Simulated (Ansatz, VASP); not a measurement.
## PbS: VASP beside Ansatz

```
Pb S
1.0
    11.29157    0.00000    0.00000
     0.00000    2.94789    2.94914
     0.00000   -2.94789    2.94914
Pb S
2 2
Direct
  0.62352 0.25851 0.75851
  0.37648 0.75851 0.25851
  0.61260 0.76249 0.26249
  0.38740 0.26249 0.76249
```

Alike in both runs: functional PBEsol; k mesh 2 × 5 × 5; no spin polarisation.

Ansatz relaxed the structure, and its values are those at the end. VASP's run is a single point on that final structure, the one shown.

|  | VASP | Ansatz |
| --- | --- | --- |
| version | VASP 6.6.1 | Ansatz 0.2.0 |
| potentials or method | VASP PAW PBE potentials, release 64 (Pb_d, S) | plane waves, PAW |
| plane-wave cutoff (eV) | 520 | 420 |
| occupations | methfessel-paxton of order 1, width 0.02 eV | cold, width 0.02 eV |
| valence electrons in the cell | 40 | 40 |

Ansatz gave:

```
rms of the force components (eV/Å) : 0.007
```

**Question.** Which values does VASP return?

**Answer.** rms of the force components (eV/Å): 0.006.

VASP's potentials were made for PBE, not for PBEsol.

Spin-orbit coupling is off throughout.
